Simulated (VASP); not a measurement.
Write the native input for VASP 6.6.1 that does the following.

- Task: single point
- Functional: LDA
- Potentials or basis: VASP PAW LDA potentials, release 64 (Mg, O)
- Cutoff: 520 eV
- k mesh: 2 × 2 × 2
- Occupations: fermi-dirac, width 0.05 eV
- Spin: collinear spin
- Starting moments: [0.0, 0.0, 0.0, 0.0, 0.0, 0.0, 0.0, 0.0, 0.0, 0.0, 0.0, 0.0, 0.0, 0.0, 0.0, 0.0, 1.0] μB
- Dipole correction: no
- Further INCAR settings: LREAL = Auto; ALGO = Normal; EDIFF = 1e-07; NBANDS = 53

The structure of Mg8O9 (a cell with a defect) lies in POSCAR:

```
Mg8O9
1.0
    0.0000000000      3.8990000000      3.8990000000
    3.8990000000      0.0000000000      3.8990000000
    3.8990000000      3.8990000000      0.0000000000
Mg O
8 9
Direct
    0.0005129520      0.0811490126     -0.0786355476
    0.0625929726     -0.0040651449      0.4907540395
    0.0660810464      0.5393305976     -0.0342780200
    0.0209412670      0.5428186715      0.4873685560
    0.5348166196      0.0689022826     -0.0745447551
    0.4897537830      0.0413567581      0.4775455245
    0.5061297769      0.5613747115     -0.0428058477
    0.5501025904      0.5617466017      0.4345857912
    0.2793408566      0.2844703770      0.2129392152
    0.2815593742      0.2837907156      0.6913567581
    0.2779815337      0.8084508848      0.1890100026
    0.2680174404      0.7906642729      0.7153372660
    0.7658117466      0.2033854835      0.3329571685
    0.7489612721      0.3362400616      0.7008463709
    0.7863041806      0.7793023852      0.2141831239
    0.7518850987      0.8125160298      0.7057450628
    0.8116183637      0.4193895871      1.0612208259
```

These files were run (other wordings do the same):

INCAR

```
SYSTEM = Mg8O9
  PREC = Accurate
  ENCUT = 520
  EDIFF = 1E-7
  ISMEAR = -1
  SIGMA = 0.05
  LREAL = Auto
  LASPH = .True.
  NELM = 150
  ALGO = Normal
  ISIF = 2
  LWAVE = .False.
  LCHARG = .False.
  ISPIN = 2
  MAGMOM = 0 0 0 0 0 0 0 0 0 0 0 0 0 0 0 0 1
  LORBIT = 11
  GGA = CA
  NBANDS = 53
```

KPOINTS

```
Automatic mesh
0
Gamma
  2 2 2
  0 0 0
```

Potentials or basis: VASP PAW LDA potentials, release 64 (Mg, O).

The run is started by

```sh
$ cat potpaw_LDA.64/Mg/POTCAR potpaw_LDA.64/O/POTCAR > POTCAR
$ mpirun -np 1 vasp_std > vasp.out
```

Results of the run:

```json
{"Pressure": "87.7 GPa", "Largest force": "6.396 eV/Å", "Band gap on the k mesh": "5.31 eV", "Net moment": "0.00 μB per cell", "Valence electrons inside the program's atomic spheres": "Mg 0.62, 0.76, 0.88, 0.65, 0.63, 0.78, 0.77, 0.68; O 5.24, 5.27, 5.19, 5.35, 5.22, 5.29, 5.31"}
```

Caveat: the k points lie up to 0.70 Å⁻¹ apart.

Wall time 2.3 min on 1 thread of AMD EPYC 9R45 96-Core Processor (Zen 5) (shared host), peak memory 0.23 GiB.
